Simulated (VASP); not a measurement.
# HfSi2 (Cmcm) in VASP: a series of runs

HfSi2 is run at these levels: LDA; tasks: single point, relaxation of cell and atoms.

Program: VASP 6.6.1. These are calculated values, not measurements. Logs are shortened: lines on timing, memory, paths and dates and some standing lists are left out, and cuts for length are marked.

## (1) The cell of the first run

The structure is orthorhombic, space group Cmcm (No. 63). The conventional cell has a = 3.620 Å, b = 14.242 Å, c = 3.612 Å, α = 90.00°, β = 90.00°, γ = 90.00°. Within 3.5 Å of Hf (site symmetry m2m) lie 10 Si at 2.65 to 2.91 Å and 2 Hf at 3.49 Å. Within 3.4 Å of Si (site symmetry m2m) lie 8 Si at 2.56 to 3.32 Å and 4 Hf at 2.75 Å. Si (site symmetry m2m) has 2 Si at 2.39 Å and 6 Hf at 2.65 to 2.91 Å within 3.2 Å.

## (2) Single point, LDA

INCAR

```
SYSTEM = HfSi2
  PREC = Accurate
  ENCUT = 500
  EDIFF = 1E-6
  ISMEAR = 0
  SIGMA = 0.1
  LREAL = .False.
  LASPH = .True.
  NELM = 120
  ALGO = Normal
  ISIF = 2
  LWAVE = .False.
  LCHARG = .True.
  GGA = CA
  LELF = .True.
  LVHAR = .True.
  NBANDS = 27
  GGA_COMPAT = .False.
```

KPOINTS

```
Automatic mesh
0
Gamma
  10 10 10
  0 0 0
```

POSCAR

```
HfSi2
1.0
    1.8101770223     -7.1208537466      0.0000000000
    1.8101770223      7.1208537466      0.0000000000
    0.0000000000      0.0000000000      3.6117017096
Hf Si
2 4
Direct
    0.8952981977      0.1047018023      0.2500000000
    0.1047018023      0.8952981977      0.7500000000
    0.2501801379      0.7498198621      0.2500000000
    0.7498198621      0.2501801379      0.7500000000
    0.4448858157      0.5551141843      0.7500000000
    0.5551141843      0.4448858157      0.2500000000
```

Potentials or basis: VASP PAW LDA potentials, release 64 (Hf_pv, Si).

Started as:

```
> cat potpaw_LDA.64/Hf_pv/POTCAR potpaw_LDA.64/Si/POTCAR > POTCAR
> mpirun -np 1 vasp_std > vasp.out
```

OUTCAR:

```text
SYSTEM = HfSi2
   PREC = Accurate
   ENCUT = 500
   EDIFF = 1E-6
   ISMEAR = 0
   LREAL = .False.
   LASPH = .True.
   NELM = 120
   ISIF = 2
   GGA = CA

 ion  position               nearest neighbor table
   1  0.895  0.105  0.250-   5 2.65   5 2.65   5 2.65   5 2.65   3 2.75   3 2.75   4 2.75   4 2.75
                             6 2.91   6 2.91   2 3.49   2 3.49
   2  0.105  0.895  0.750-   6 2.65   6 2.65   6 2.65   6 2.65   4 2.75   4 2.75   3 2.75   3 2.75
                             5 2.91   5 2.91   1 3.49   1 3.49
   3  0.250  0.750  0.250-   4 2.56   4 2.56   4 2.56   4 2.56   1 2.75   1 2.75   2 2.75   2 2.75

   4  0.750  0.250  0.750-   3 2.56   3 2.56   3 2.56   3 2.56   2 2.75   2 2.75   1 2.75   1 2.75

   5  0.445  0.555  0.750-   6 2.39   6 2.39   1 2.65   1 2.65   1 2.65   1 2.65   2 2.91   2 2.91

   6  0.555  0.445  0.250-   5 2.39   5 2.39   2 2.65   2 2.65   2 2.65   2 2.65   1 2.91   1 2.91

  LATTYP: Found a base centered orthorhombic cell.
 ALAT       =     3.6203540446
 B/A-ratio  =     3.9337886068
 C/A-ratio  =     0.9976100859

  Lattice vectors:

 A1 = (   1.8101770223,  -7.1208537466,   0.0000000000)
 A2 = (   1.8101770223,   7.1208537466,   0.0000000000)
 A3 = (   0.0000000000,   0.0000000000,   3.6117017096)

Analysis of symmetry for initial positions (statically):
=====================================================================
 Subroutine PRICEL returns:
 Original cell was already a primitive cell.

 Routine SETGRP: Setting up the symmetry group for a
 base centered orthorhombic supercell.

 Subroutine GETGRP returns: Found  8 space group operations
 (whereof  4 operations were pure point group operations)
 out of a pool of  8 trial point group operations.

The static configuration has the point symmetry C_2h.
 The point group associated with its full space group is D_2h.

Analysis of symmetry for dynamics (positions and initial velocities):
=====================================================================
 Subroutine PRICEL returns:
 Original cell was already a primitive cell.

 Routine SETGRP: Setting up the symmetry group for a
 base centered orthorhombic supercell.

 Subroutine GETGRP returns: Found  8 space group operations
 (whereof  4 operations were pure point group operations)
 out of a pool of  8 trial point group operations.

The dynamic configuration has the point symmetry C_2h.
 The point group associated with its full space group is D_2h.

 Subroutine INISYM returns: Found  8 space group operations
 (whereof  4 operations are pure point group operations),
 and found     1 'primitive' translations

[... 101 lines left out ...]
   NELM   =    120;   NELMIN=  2; NELMDL= -5     # of ELM steps
   EDIFF  = 0.1E-05   stopping-criterion for ELM
   LREAL  =      F    real-space projection
   EDIFFG = 0.1E-04   stopping-criterion for IOM
   NSW    =      0    number of steps for IOM
   IBRION =     -1    ionic relax: 0-MD 1-quasi-New 2-CG
   NFREE  =      0    steps in history (QN), initial steepest desc. (CG)
   ISIF   =      2    stress and relaxation
   ISYM   =      2    0-nonsym 1-usesym 2-fastsym
   POTIM  = 0.5000    time-step for ionic-motion
   TEBEG  =    0.0;   TEEND  =   0.0 temperature during run
   PSTRESS=    0.0 pullay stress
   NELECT =      36.0000    total number of electrons
   NUPDOWN=      -1.0000    fix difference up-down
   EMIN   =  10.00;   EMAX   =-10.00  energy-range for DOS
   EFERMI =   0.00;   METHOD = LEGACY
   ISMEAR =     0;   SIGMA  =   0.10  broadening in eV -4-tet -1-fermi 0-gaus
   EFERMI_NEDOS =   21; number of points for ismear=-14 and -15
   IALGO  =     38    algorithm
   IMIX   =      4    mixing-type and parameters
     AMIX     =   0.40;   BMIX     =  1.00
     AMIX_MAG =   1.60;   BMIX_MAG =  1.00
  volume/ion in A,a.u.               =      15.52       104.72
  Fermi-wavevector in a.u.,A,eV,Ry     =   1.192644  2.253770 19.352909  1.422399
  Thomas-Fermi vector in A             =   2.328677
   LORBIT       =      0    0 simple, 1 ext, 2 COOP (PROOUT), +10 PAW based schemes
   GGA     = CA    functional components
   LHFCALC =     F    Hartree Fock is set to
   AEXX    =    0.0000 exact exchange contribution
   IVDW    =     0    specifies the selected vdW correction
   LEPSILON=     F    determine dielectric tensor
   LRPA    =     F    only Hartree local field effects (RPA)
 non-spin polarized calculation
 Gauss-broadening in eV      SIGMA  =   0.10
  energy-cutoff  :      500.00
  volume of cell :       93.11
 maximum number of plane-waves:      2390
 NGX is ok and might be reduce to    54
   NGX = 27   NGY = 27   NGZ = 13

 number of electron      36.0000002 magnetization

 Free energy of the ion-electron system (eV)
  ---------------------------------------------------
  ext. energy  EPLUGINS =         0.00000000
  ---------------------------------------------------
  free energy    TOTEN  =       -49.27026003 eV

  energy without entropy =      -49.26389102  energy(sigma->0) =      -49.26707552

 E-fermi :   8.8032     XC(G=0): -11.7271

 val. band max:        8.7972183878   @ k =   0.2000   0.0000   0.0000
 cond. band min:       8.8280122369   @ k =  -0.2000   0.1000   0.2000
 fundamental gap:      0.0307938491
 Fermi energy:         8.8031676905

 k-point     1 :       0.0000    0.0000    0.0000
  band No.  band energies     occupation
      1     -21.7151      2.00000
      2     -21.6022      2.00000
      3     -21.5804      2.00000
      4     -21.5610      2.00000
      5     -21.5559      2.00000
      6     -21.5204      2.00000
[... 709 lines left out ...]
     26      13.1149      0.00000
     27      13.3835      0.00000

 [... further k-points ...]
[... 5 lines left out ...]
  --------------------------------------------------------------------------------------
  -------------------------------------------------------------------------------------
  Total        0.3576714      0.3211406      0.2767784      0.0000000      0.0000000      0.0000000
  in kB        6.1546000      5.5259988      4.7626411      0.0000000      0.0000000      0.0000000
  external PRESSURE =       5.4810800 kB  Pullay stress =       0.0000000 kB

 VOLUME and BASIS-vectors are now :
 -----------------------------------------------------------------------------
  energy-cutoff  :      500.00
  volume of cell :       93.11
      direct lattice vectors                 reciprocal lattice vectors
     1.810177022 -7.120853747  0.000000000     0.276216079 -0.070216300  0.000000000
     1.810177022  7.120853747  0.000000000     0.276216079  0.070216300  0.000000000
     0.000000000  0.000000000  3.611701710     0.000000000  0.000000000  0.276877793

 POSITION                                       TOTAL-FORCE (eV/Angst)
 -----------------------------------------------------------------------------------
      1.81018     -5.62972      0.90293         0.000000     -0.018385     -0.000000
      1.81018      5.62972      2.70878         0.000000      0.018385      0.000000
      1.81018      3.55786      0.90293         0.000000      0.001454      0.000000
      1.81018     -3.55786      2.70878         0.000000     -0.001454      0.000000
      1.81018      0.78492      2.70878         0.000000     -0.026565      0.000000
      1.81018     -0.78492      0.90293         0.000000      0.026565     -0.000000
 -----------------------------------------------------------------------------------
    total drift:                               -0.000000     -0.000000      0.000000

  FREE ENERGIE OF THE ION-ELECTRON SYSTEM (eV)
  ---------------------------------------------------
  free  energy   TOTEN  =       -49.2702600314 eV

  energy  without entropy=      -49.2638910173  energy(sigma->0) =      -49.26707552
```

OSZICAR:

```text
N       E                     dE             d eps       ncg     rms          rms(c)
DAV:   1     0.108373111353E+03    0.10837E+03   -0.17421E+04 10052   0.119E+03
DAV:   2    -0.439501529061E+02   -0.15232E+03   -0.14676E+03 12019   0.264E+02
DAV:   3    -0.504510407841E+02   -0.65009E+01   -0.63940E+01 13328   0.391E+01
DAV:   4    -0.505322854622E+02   -0.81245E-01   -0.81008E-01 12614   0.505E+00
DAV:   5    -0.505332321503E+02   -0.94669E-03   -0.94621E-03 12984   0.545E-01    0.713E+01
DAV:   6    -0.494171571693E+02    0.11161E+01   -0.27546E+00 12377   0.676E+00    0.447E+01
DAV:   7    -0.493106401609E+02    0.10652E+00   -0.95899E-01 12782   0.472E+00    0.327E+00
DAV:   8    -0.492697650259E+02    0.40875E-01   -0.23065E-01 11654   0.220E+00    0.126E+00
DAV:   9    -0.492707444253E+02   -0.97940E-03   -0.16465E-02 12760   0.631E-01    0.552E-01
DAV:  10    -0.492702702262E+02    0.47420E-03   -0.23883E-03 12362   0.207E-01    0.304E-01
DAV:  11    -0.492702608197E+02    0.94065E-05   -0.19121E-04 12015   0.658E-02    0.316E-02
DAV:  12    -0.492702600314E+02    0.78827E-06   -0.80731E-06 13200   0.144E-02
   1 F= -.49270260E+02 E0= -.49267076E+02  d E =-.636901E-02
```

stdout:

```text
POSCAR found type information on POSCAR HfSi
 POSCAR found :  2 types and       6 ions
 scaLAPACK will be used
 LDA part: xc-table for (Slater(with rela. corr.)+CA(PZ))
 , standard interpolation
 POSCAR, INCAR and KPOINTS ok, starting setup
 FFT: planning ... GRIDC
 FFT: planning ... GRID_SOFT
 FFT: planning ... GRID
 WAVECAR not read
 entering main loop
```

Wall time 6.4 min (1 thread of Intel Xeon 6975P-C (Granite Rapids), shared host); peak memory 0.48 GiB.

Results:

- Free energy: -49.2703 eV
- Pressure: 0.5 GPa
- Largest force: 0.027 eV/Å
- Band gap on the k mesh: zero (band 18 reaches 9.34 eV, above the bottom of band 19 at 8.29 eV)

Forces on the atoms (eV/Å):
```
Hf   0.000 -0.018  0.000
Hf   0.000  0.018  0.000
Si   0.000  0.001  0.000
Si   0.000 -0.001  0.000
Si   0.000 -0.027  0.000
Si   0.000  0.027  0.000
```

Levels at points of the mesh, in eV from the Fermi level:
| k point | band 16 | band 17 | band 18 | band 19 | band 20 | band 21 |
| --- | --- | --- | --- | --- | --- | --- |
| (0.00, 0.00, 0.00) | -2.54 | -2.52 | 0.09 | 1.18 | 1.27 | 1.71 |
| (0.50, 0.00, 0.00) | -1.74 | -0.93 | -0.55 | -0.51 | 0.96 | 0.96 |
| (0.50, 0.50, 0.00) | -2.05 | -1.62 | 0.53 | 1.15 | 1.35 | 1.50 |
| (0.00, 0.00, 0.50) | -2.07 | -0.06 | -0.06 | 0.25 | 0.25 | 1.73 |
| (0.50, 0.00, 0.50) | -3.46 | -2.47 | -2.47 | 2.11 | 2.11 | 2.91 |
| (0.50, 0.50, 0.50) | -2.41 | -1.01 | -1.01 | 0.11 | 0.11 | 2.54 |

Caveat: spin-orbit coupling is left out, which moves the levels of the heavy elements.

## (3) Relaxation of cell and atoms, LDA

This run uses another cell than the first one, of 16.18 Å³/atom, 1.043 times its volume.

INCAR

```
SYSTEM = HfSi2
  ALGO = Normal
  EDIFF = 1E-7
  EDIFFG = -0.005
  ENCUT = 500
  GGA_COMPAT = .False.
  IBRION = 2
  ISIF = 3
  ISMEAR = 0
  LASPH = .True.
  LCHARG = .False.
  LREAL = .False.
  LWAVE = .False.
  NELM = 120
  NELMIN = 4
  NSW = 100
  PREC = Accurate
  SIGMA = 0.1
```

KPOINTS

```
k-points
0
Gamma
  10 10 10
  0 0 0
```

POSCAR

```
HfSi2
1.0
    1.8233878400     -7.2959444800      0.0000000000
    1.8233878400      7.2959444800      0.0000000000
    0.0000000000      0.0000000000      3.6486058400
Hf Si
2 4
Direct
    0.8942634500      0.1057365500      0.2500000000
    0.1057365500      0.8942634500      0.7500000000
    0.2502079700      0.7497920300      0.2500000000
    0.7497920300      0.2502079700      0.7500000000
    0.4471721000      0.5528279000      0.7500000000
    0.5528279000      0.4471721000      0.2500000000
```

Potentials or basis: VASP PAW LDA potentials, release 64 (Hf_pv, Si).

Started as:

```
> cat potpaw_LDA.64/Hf_pv/POTCAR potpaw_LDA.64/Si/POTCAR > POTCAR
> mpirun -np 1 vasp_std > vasp.out
```

OUTCAR:

```text
SYSTEM = HfSi2
   EDIFF = 1E-7
   EDIFFG = -0.005
   ENCUT = 500
   IBRION = 2
   ISIF = 3
   ISMEAR = 0
   LASPH = .True.
   LREAL = .False.
   NELM = 120
   NELMIN = 4
   NSW = 100
   PREC = Accurate

 ion  position               nearest neighbor table
   1  0.894  0.106  0.250-   5 2.69   5 2.69   5 2.69   5 2.69   3 2.78   3 2.78   4 2.79   4 2.79
                             6 2.95   6 2.95   2 3.58   2 3.58
   2  0.106  0.894  0.750-   6 2.69   6 2.69   6 2.69   6 2.69   4 2.78   4 2.78   3 2.79   3 2.79
                             5 2.95   5 2.95   1 3.58   1 3.58
   3  0.250  0.750  0.250-   4 2.58   4 2.58   4 2.58   4 2.58   1 2.78   1 2.78   2 2.79   2 2.79

   4  0.750  0.250  0.750-   3 2.58   3 2.58   3 2.58   3 2.58   2 2.78   2 2.78   1 2.79   1 2.79

   5  0.447  0.553  0.750-   6 2.39   6 2.39   1 2.69   1 2.69   1 2.69   1 2.69   2 2.95   2 2.95

   6  0.553  0.447  0.250-   5 2.39   5 2.39   2 2.69   2 2.69   2 2.69   2 2.69   1 2.95   1 2.95

  LATTYP: Found a base centered orthorhombic cell.
 ALAT       =     3.6467756800
 B/A-ratio  =     4.0013124580
 C/A-ratio  =     1.0005018570

  Lattice vectors:

 A1 = (   1.8233878400,  -7.2959444800,   0.0000000000)
 A2 = (   1.8233878400,   7.2959444800,   0.0000000000)
 A3 = (   0.0000000000,   0.0000000000,   3.6486058400)

Analysis of symmetry for initial positions (statically):
=====================================================================
 Subroutine PRICEL returns:
 Original cell was already a primitive cell.

 Routine SETGRP: Setting up the symmetry group for a
 base centered orthorhombic supercell.

 Subroutine GETGRP returns: Found  8 space group operations
 (whereof  4 operations were pure point group operations)
 out of a pool of  8 trial point group operations.

The static configuration has the point symmetry C_2h.
 The point group associated with its full space group is D_2h.

Analysis of symmetry for dynamics (positions and initial velocities):
[... 158 lines left out ...]

--------------------------------------- Ionic step        1  -------------------------------------------

 number of electron      35.9999998 magnetization

 Free energy of the ion-electron system (eV)
  ---------------------------------------------------
  ext. energy  EPLUGINS =         0.00000000
  ---------------------------------------------------
  free energy    TOTEN  =       -49.20928953 eV

  energy without entropy =      -49.20249176  energy(sigma->0) =      -49.20589065

------------------------ aborting loop because EDIFF is reached ----------------------------------------

  FORCE on cell =-STRESS in cart. coord.  units (eV):
  Direction    XX          YY          ZZ          XY          YZ          ZX
  --------------------------------------------------------------------------------------
  -------------------------------------------------------------------------------------
  Total       -2.7156732     -3.0845462     -3.0164041      0.0000000     -0.0000000      0.0000000
  in kB      -44.8198684    -50.9078011    -49.7831748      0.0000000     -0.0000000      0.0000000
  external PRESSURE =     -48.5036148 kB  Pullay stress =       0.0000000 kB
[... 101 lines left out ...]
  FREE ENERGIE OF THE ION-ELECTRON SYSTEM (eV)
  ---------------------------------------------------
  free  energy   TOTEN  =       -49.2618103095 eV

  energy  without entropy=      -49.2550047890  energy(sigma->0) =      -49.25840755

[... ionic steps 4 to 8 ...]

--------------------------------------- Ionic step        9  -------------------------------------------

 number of electron      36.0000001 magnetization

------------------------ aborting loop because EDIFF is reached ----------------------------------------
[... 75 lines left out ...]
--------------------------------------- Ionic step       11  -------------------------------------------

 number of electron      36.0000001 magnetization

 Free energy of the ion-electron system (eV)
  ---------------------------------------------------
  ext. energy  EPLUGINS =         0.00000000
  ---------------------------------------------------
  free energy    TOTEN  =       -49.27165889 eV

  energy without entropy =      -49.26524158  energy(sigma->0) =      -49.26845023

 E-fermi :   8.7615     XC(G=0): -11.7093

 val. band max:        8.7493550880   @ k =  -0.4000   0.2000   0.1000
 cond. band min:       8.7670269905   @ k =   0.2000  -0.0000   0.0000
 fundamental gap:      0.0176719025
 Fermi energy:         8.7615364436

 k-point     1 :       0.0000    0.0000    0.0000
  band No.  band energies     occupation
      1     -21.7717      2.00000
      2     -21.6606      2.00000
      3     -21.6392      2.00000
      4     -21.6181      2.00000
      5     -21.6155      2.00000
      6     -21.5783      2.00000
[... 589 lines left out ...]
     21       9.7323      0.00000
     22      10.7241      0.00000

 [... further k-points ...]
[... 5 lines left out ...]
  --------------------------------------------------------------------------------------
  -------------------------------------------------------------------------------------
  Total        0.0034727      0.0007470      0.0018978      0.0000000      0.0000000      0.0000000
  in kB        0.0595202      0.0128032      0.0325281      0.0000000      0.0000000      0.0000000
  external PRESSURE =       0.0349505 kB  Pullay stress =       0.0000000 kB
[... 21 lines left out ...]
  FREE ENERGIE OF THE ION-ELECTRON SYSTEM (eV)
  ---------------------------------------------------
  free  energy   TOTEN  =       -49.2716588865 eV

  energy  without entropy=      -49.2652415820  energy(sigma->0) =      -49.26845023

 reached required accuracy - stopping structural energy minimisation
```

Wall time 43 min (1 thread of Intel Xeon Platinum 8259CL at 2.50GHz (Skylake/Cascade Lake), shared host); peak memory 0.48 GiB.

Results:

```yaml
Free_energy: -49.2717 eV
Relaxed_volume: 15.58 Å³/atom
Relaxed_cell: a = 7.362 Å, b = 7.362 Å, c = 3.614 Å, α = 90.00°, β = 90.00°, γ = 151.50°
Space_group_after_relaxing_to_0.05_Å: Cmcm (No. 63)
Energy_gained_by_relaxing: 10.4 meV/atom
Ionic_steps: 11
Pressure_after_relaxing: 0.0 GPa
Largest_force_after_relaxing: 0.005 eV/Å
Band_gap_on_the_k_mesh: zero (band 18 reaches 9.30 eV, above the bottom of band 19 at 8.26 eV)
```

Forces on the atoms (eV/Å):
```
Hf   0.000  0.001  0.000
Hf   0.000 -0.001  0.000
Si   0.000 -0.005  0.000
Si   0.000  0.005  0.000
Si   0.000  0.001  0.000
Si   0.000 -0.001  0.000
```

The path:
| step | energy change (eV) | largest force (eV/Å) | pressure (GPa) | volume (Å³) |
| --- | --- | --- | --- | --- |
| 1 | 0.0000 | 0.1554 | -4.85 | 97.08 |
| 2 | 0.0093 | 0.2703 | 6.16 | 90.36 |
| 3 | -0.0525 | 0.2068 | 0.06 | 93.77 |
| 4 | -0.0525 | 0.2080 | 0.16 | 93.71 |
| 5 | -0.0583 | 0.1247 | 0.14 | 93.59 |
| 6 | -0.0619 | 0.0076 | 0.13 | 93.40 |
| 7 | -0.0623 | 0.0115 | -0.18 | 93.59 |
| 8 | -0.0623 | 0.0079 | -0.12 | 93.55 |
| 9 | -0.0623 | 0.0097 | 0.14 | 93.40 |
| 10 | -0.0624 | 0.0088 | 0.01 | 93.48 |
| 11 | -0.0624 | 0.0048 | 0.00 | 93.48 |

Final structure:
```
CELL_PARAMETERS angstrom
1.81233 -7.13575 0.00000
1.81233 7.13575 0.00000
0.00000 0.00000 3.61415
ATOMIC_POSITIONS crystal
Hf 0.89529 0.10471 0.25000
Hf 0.10471 0.89529 0.75000
Si 0.25015 0.74985 0.25000
Si 0.74985 0.25015 0.75000
Si 0.44514 0.55486 0.75000
Si 0.55486 0.44514 0.25000
```

Levels at points of the mesh, in eV from the Fermi level:
| k point | band 14 | band 15 | band 16 | band 17 | band 18 | band 19 | band 20 | band 21 | band 22 |
| --- | --- | --- | --- | --- | --- | --- | --- | --- | --- |
| (0.00, 0.00, 0.00) | -2.68 | -2.56 | -2.54 | -2.53 | 0.07 | 1.19 | 1.27 | 1.71 | 1.87 |
| (0.50, 0.00, 0.00) | -2.80 | -1.89 | -1.72 | -0.92 | -0.55 | -0.51 | 0.94 | 0.95 | 2.17 |
| (0.50, 0.50, 0.00) | -2.92 | -2.91 | -2.06 | -1.63 | 0.50 | 1.16 | 1.35 | 1.51 | 2.12 |
| (0.00, 0.00, 0.50) | -2.65 | -2.07 | -2.07 | -0.06 | -0.06 | 0.24 | 0.24 | 1.72 | 1.72 |
| (0.50, 0.00, 0.50) | -4.21 | -3.46 | -3.46 | -2.46 | -2.46 | 2.10 | 2.10 | 2.90 | 2.90 |
| (0.50, 0.50, 0.50) | -3.29 | -2.40 | -2.40 | -1.00 | -1.00 | 0.10 | 0.10 | 2.52 | 2.52 |

Caveat: spin-orbit coupling is left out, which moves the levels of the heavy elements.
